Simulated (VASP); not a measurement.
# BaGeP4: single point with PBE

The system is BaGeP4.

```
Ba Ge P
1.0
     0.00000    4.00051    4.00051
     4.00051    0.00000    4.00051
     4.00051    4.00051    0.00000
Ba Ge P
1 1 4
Direct
  0.00000 0.00000 0.00000
  0.25000 0.25000 0.25000
  0.60299 0.19102 0.60299
  0.60299 0.60299 0.19102
  0.60299 0.60299 0.60299
  0.19102 0.60299 0.60299
```

The cell was generated, and may not be a known phase.

- Program: VASP 6.6.1
- Task: single point
- Functional: PBE
- Potentials or basis: VASP PAW PBE potentials, release 64 (Ba_sv, Ge_d, P)
- Cutoff: 520 eV
- k mesh: 4 × 4 × 4
- Occupations: gaussian, width 0.1 eV
- Spin: no spin polarisation

- Pressure: 0.7 GPa
- Largest force: 0.081 eV/Å
- Band gap on the k mesh: zero (bands 22 and 23 overlap by 0.53 eV)

Forces on the atoms (eV/Å):
```
Ba   0.000  0.000  0.000
Ge   0.000  0.000  0.000
P    0.047 -0.047  0.047
P    0.047  0.047 -0.047
P   -0.047 -0.047 -0.047
P   -0.047  0.047  0.047
```

Levels at points of the mesh, in eV from the Fermi level:
| k point | band 19 | band 20 | band 21 | band 22 | band 23 | band 24 | band 25 | band 26 |
| --- | --- | --- | --- | --- | --- | --- | --- | --- |
| (0.00, 0.00, 0.00) | -3.91 | -3.91 | 0.43 | 0.43 | 0.43 | 2.83 | 2.83 | 2.83 |
| (0.50, 0.00, 0.00) | -2.52 | -2.52 | -1.50 | -1.50 | 0.02 | 1.18 | 2.18 | 2.18 |
| (0.50, 0.50, 0.00) | -3.10 | -3.05 | -0.68 | -0.68 | -0.01 | 0.83 | 1.04 | 1.04 |

Wall time 24 s on 1 thread of AMD EPYC 9R45 96-Core Processor (Zen 5) (shared host), peak memory 0.23 GiB.

Caveat: spin-orbit coupling is left out, which moves the levels of the heavy elements.
